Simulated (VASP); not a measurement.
Set up this calculation in VASP 6.6.1, as the native input.

```
Task                   : single point
Functional             : PBE
Potentials or basis    : VASP PAW PBE potentials, release 64 (Hg)
Cutoff                 : 520 eV
k mesh                 : 6 × 4 × 6
Occupations            : fermi-dirac, width 0.5 eV
Spin                   : no spin polarisation
Dipole correction      : no
Further INCAR settings : ALGO = Normal; EDIFF = 1e-06; NBANDS = 19
```

The structure of Hg lies in POSCAR:

```
Hg
1.0
    2.9929193543      0.0000000000      0.5030855633
    0.0000000000      5.4873307328      0.0000000000
   -1.0450055993      0.0000000000      2.8492810843
Hg
2
Direct
    0.7498951508      0.2500000000      0.7503337863
    0.2501048492      0.7500000000      0.2496662137
```

One way to write it, as run:

INCAR

```
SYSTEM = Hg
  ALGO = Normal
  EDIFF = 1E-6
  ENCUT = 520
  GGA = PE
  ISIF = 2
  ISMEAR = -1
  LASPH = .TRUE.
  LCHARG = .TRUE.
  LELF = .TRUE.
  LREAL = .FALSE.
  LVHAR = .TRUE.
  LWAVE = .FALSE.
  NBANDS = 19
  NELM = 60
  PREC = Accurate
  SIGMA = 0.5
```

KPOINTS

```
k-points
0
G
  6 4 6
  0 0 0
```

Potentials or basis: VASP PAW PBE potentials, release 64 (Hg).

The run is started by

```console
$ cat potpaw_PBE.64/Hg/POTCAR > POTCAR
$ mpirun -np 1 vasp_std > vasp.out
```

It gave:

```json
{
  "Pressure": "3.2 GPa",
  "Band gap on the k mesh": "zero (bands 12 and 13 overlap by 2.61 eV)"
}
```

Caveat: the cell stands under pressure; so wide a smearing shifts energies and pressures; spin-orbit coupling is left out, which moves the levels of the heavy elements.

Wall time 54 s on 1 thread of AMD EPYC 7R13, on a shared host, peak memory 0.16 GiB.
